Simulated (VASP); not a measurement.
Wanted: the native input for a VASP 6.6.1 run.

```yaml
Task: single point
Functional: PBEsol
Potentials_or_basis: VASP PAW PBE potentials, release 64 (Ti_sv, Al)
Cutoff: 520 eV
k_mesh: 18 × 18 × 14
Occupations: gaussian, width 0.1 eV
Spin: no spin polarisation
Dipole_correction: no
Further_INCAR_settings: ALGO = Fast; EDIFF = 1e-06; NBANDS = 14
```

The structure of TiAl lies in POSCAR:

```
TiAl
1.0
    2.7946360195      0.0000000000      0.0000000000
    0.0000000000      2.7946360195      0.0000000000
    0.3637023288      0.0000000000      4.0411369870
Ti Al
1 1
Direct
    0.5000000000      0.5000000000      0.5000000000
    0.0000000000      0.0000000000      0.0000000000
```

This cell differs from its parent crystal: shear of c along a, cell held: +9.0 %.

One way to write it, as run:

INCAR

```
PREC = Accurate
ENCUT = 520
EDIFF = 1E-6
ISMEAR = 0
SIGMA = 0.1
LREAL = False
LASPH = True
NELM = 100
ALGO = Fast
ISIF = 2
LWAVE = False
LCHARG = False
GGA = PS
NBANDS = 14
```

KPOINTS

```
Automatic mesh
0
Gamma
  18 18 14
```

Potentials or basis: VASP PAW PBE potentials, release 64 (Ti_sv, Al).

Run with:

```bash
$ cat potpaw_PBE.64/Ti_sv/POTCAR potpaw_PBE.64/Al/POTCAR > POTCAR
$ mpirun -np 1 vasp_std > vasp.out
```

Results of the run:

```yaml
Pressure: 0.9 GPa
Band_gap_on_the_k_mesh: zero (an odd number of electrons rules out a gap without spin polarisation)
```

Caveat: the cell differs from its parent crystal (shear of c along a, cell held: +9.0 %); the PAW data sets were made with another functional, which shifts forces and pressure a little.

Wall time 28 min on 1 thread of AMD EPYC 7R43 64-Core Processor (Zen 3), on a shared host, peak memory 0.59 GiB.
